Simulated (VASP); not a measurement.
Input of a VASP 6.6.1 run:

Contents of INCAR:

```
SYSTEM = ScH3
ALGO = Normal ; EDIFF = 1E-7
ENCUT = 520 ; GGA = CA
ISIF = 2 ; ISMEAR = 1
LASPH = .TRUE. ; LCHARG = .FALSE.
LREAL = .FALSE. ; LWAVE = .FALSE.
NBANDS = 15 ; NELM = 100
PREC = Accurate ; SIGMA = 0.01
```

KPOINTS

```
k-points
0
G
  6 6 6
  0 0 0
```

The input POSCAR:

```
ScH3
1.0
   -1.6607760000      1.6607760000      2.4438240000
    1.6607760000     -1.6607760000      2.4438240000
    1.6607760000      1.6607760000     -2.4438240000
Sc H
1 3
Direct
    0.0000000000      0.0000000000      0.0000000000
    0.7500000000      0.2500000000      0.5000000000
    0.2500000000      0.7500000000      0.5000000000
    0.5000000000      0.5000000000      0.0000000000
```

Potentials or basis: VASP PAW LDA potentials, release 64 (Sc_sv, H).

Run with:

```bash
$ cat potpaw_LDA.64/Sc_sv/POTCAR potpaw_LDA.64/H/POTCAR > POTCAR
$ mpirun -np 1 vasp_std > vasp.out
```

Estimate the pressure.

-6.4 GPa.

Estimate the band gap on the k mesh.

zero (band 7 reaches 5.37 eV, above the bottom of band 8 at 5.17 eV).

Stress tensor (GPa, compression positive):
```
-6.35  0.00  0.00
 0.00 -6.35  0.00
 0.00  0.00 -6.56
```

Caveat: the k points lie up to 0.45 Å⁻¹ apart.
